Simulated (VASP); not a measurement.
Here is a VASP 6.6.1 calculation.

Contents of INCAR:

```
ALGO = Normal
EDIFF = 1E-6
EDIFFG = -0.01
ENCUT = 600
GGA = PE
IBRION = 2
ISIF = 3
ISMEAR = 0
LASPH = T
LCHARG = F
LREAL = F
LWAVE = F
NELM = 80
NSW = 100
PREC = Accurate
SIGMA = 0.1
```

The input KPOINTS:

```
k-points
0
Gamma
  10 10 10
```

POSCAR

```
InB5
1.0
    0.0000000000      3.0972481927      3.0972481927
    3.0972481927      0.0000000000      3.0972481927
    3.0972481927      3.0972481927      0.0000000000
In B
1 5
Direct
    0.0000000000      0.0000000000      0.0000000000
    0.2500000000      0.2500000000      0.2500000000
    0.6032278415      0.6032278415      0.6032278415
    0.1903164754      0.6032278415      0.6032278415
    0.6032278415      0.1903164754      0.6032278415
    0.6032278415      0.6032278415      0.1903164754
```

Potentials or basis: VASP PAW PBE potentials, release 64 (In_d, B).

Command:

```console
$ cat potpaw_PBE.64/In_d/POTCAR potpaw_PBE.64/B/POTCAR > POTCAR
$ mpirun -np 1 vasp_std > vasp.out
```

Estimate the band gap on the k mesh.

zero (bands 14 and 15 overlap by 2.49 eV).

Estimate the space group after relaxing (to 0.1 Å).

F-43m (No. 216).

What does it give for the relaxed volume?

10.03 Å³/atom.

Step by step:
| step | energy change (eV) | largest force (eV/Å) | pressure (GPa) | volume (Å³) |
| --- | --- | --- | --- | --- |
| 1 | 0.0000 | 0.2356 | 0.19 | 59.42 |
| 2 | -0.0064 | 0.0272 | 0.91 | 59.53 |
| 3 | -0.0066 | 0.0145 | 1.05 | 59.54 |
| 4 | -0.0083 | 0.0018 | -0.08 | 60.17 |

Caveat: spin-orbit coupling is left out, which moves the levels of the heavy elements.
